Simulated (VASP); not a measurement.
Here is a VASP 6.6.1 calculation.

Contents of INCAR:

```
SYSTEM = AlAs
ALGO = Normal ; EDIFF = 1E-6
ENCUT = 500 ; GGA = PE
GGA_COMPAT = .FALSE. ; ISIF = 2
ISMEAR = 0 ; LASPH = .TRUE.
LCHARG = .TRUE. ; LELF = .TRUE.
LREAL = .FALSE. ; LVHAR = .TRUE.
LWAVE = .FALSE. ; NBANDS = 11
NELM = 120 ; PREC = Accurate
SIGMA = 0.02
```

Contents of KPOINTS:

```
k-points
0
G
  14 14 14
  0 0 0
```

Contents of POSCAR:

```
AlAs
1.0
    0.0000000000      2.8304000000      2.8304000000
    2.8304000000      0.0000000000      2.8304000000
    2.8304000000      2.8304000000      0.0000000000
Al As
1 1
Direct
    0.0000000000      0.0000000000      0.0000000000
    0.2500000000      0.2500000000      0.2500000000
```

Potentials or basis: VASP PAW PBE potentials, release 64 (Al, As).

The run is started by

```sh
$ cat potpaw_PBE.64/Al/POTCAR potpaw_PBE.64/As/POTCAR > POTCAR
$ mpirun -np 1 vasp_std > vasp.out
```

Task: What does it give for the band gap on the k mesh?

Result: 1.44 eV, indirect (least direct gap 2.06 eV).

Task: What does it give for the pressure?

Result: 2.8 GPa.

A k mesh can miss the band edges. Expect the measured gap to be larger: semilocal functionals such as PBE lack the derivative discontinuity.
